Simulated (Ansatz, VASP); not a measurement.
Re: VASP beside Ansatz

```xyz
2
Lattice="2.7608 0.0000 0.0000 -1.3804 2.3909 0.0000 0.0000 0.0000 4.4582" Properties=species:S:1:pos:R:3 pbc="T T T"
Re    1.4005    0.7550    3.4064
Re   -0.0082    1.5914    1.0882
```

Change from the starting cell: atoms moved at random, drawn with an rms of 0.05 Å.

Alike in both runs: task single point; functional PBEsol; k mesh 11 × 11 × 6; occupations fermi-dirac, width 0.05 eV; no spin polarisation.

|  | VASP | Ansatz |
| --- | --- | --- |
| version | VASP 6.6.1 | Ansatz 0.2.0 |
| potentials or method | VASP PAW PBE potentials, release 64 (Re) | Ansatz PAW |
| plane-wave cutoff (eV) | 520 | 420 |
| valence electrons in the cell | 14 | 30 |

|  | VASP | Ansatz | Ansatz less VASP |
| --- | --- | --- | --- |
| gap on the k mesh at the Fermi level (eV) | none | none | - |
| pressure (GPa) | -2.8 | -2.8 | +0.05 |
| traceless stress, the component that is largest in VASP (GPa) | -1.22 | -1.30 | -0.080 |
| rms of the force components (eV/Å) | 0.261 | 0.276 | +0.0154 |

VASP's potentials were made for PBE, not for PBEsol. Atom by atom the forces differ by 0.017 eV/Å (rms over components). A gap of «none» marks a metal or a gap that the smearing closes. VASP's potentials hold 14 valence electrons a cell and Ansatz's 30, so a difference there can come from the potentials and not from the codes.

Neither program's run includes spin-orbit coupling.
